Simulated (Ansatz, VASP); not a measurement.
**Sn: VASP beside Ansatz**

```
CELL_PARAMETERS angstrom
0.00000 3.19324 3.35290
3.19324 0.00000 3.35290
3.19324 3.19324 0.00000
ATOMIC_POSITIONS crystal
Sn 0.50000 0.50000 0.50000
Sn 0.75000 0.75000 0.75000
```

Alike in both runs: task single point; functional PBEsol; k mesh 14 × 14 × 14; occupations gaussian, width 0.15 eV; no spin polarisation.

|  | VASP | Ansatz |
| --- | --- | --- |
| version | VASP 6.6.1 | Ansatz 0.2.0 |
| potentials or method | VASP PAW PBE potentials, release 64 (Sn_d), cutoff 520 eV | scalar-relativistic, plane waves, PAW |
| valence electrons in the cell | 28 | 28 |

VASP gave:

* gap on the k mesh at the Fermi level (eV): none
* pressure (GPa): 0.8
* traceless stress, the component that is largest in VASP (GPa): -1.08

Question: What did Ansatz give for the same quantities?

Answer: gap on the k mesh at the Fermi level (eV): none; pressure (GPa): 1.0; traceless stress, the component that is largest in VASP (GPa): -1.07.

VASP's potentials were made for PBE, not for PBEsol. A gap of «none» marks a metal or a gap that the smearing closes.
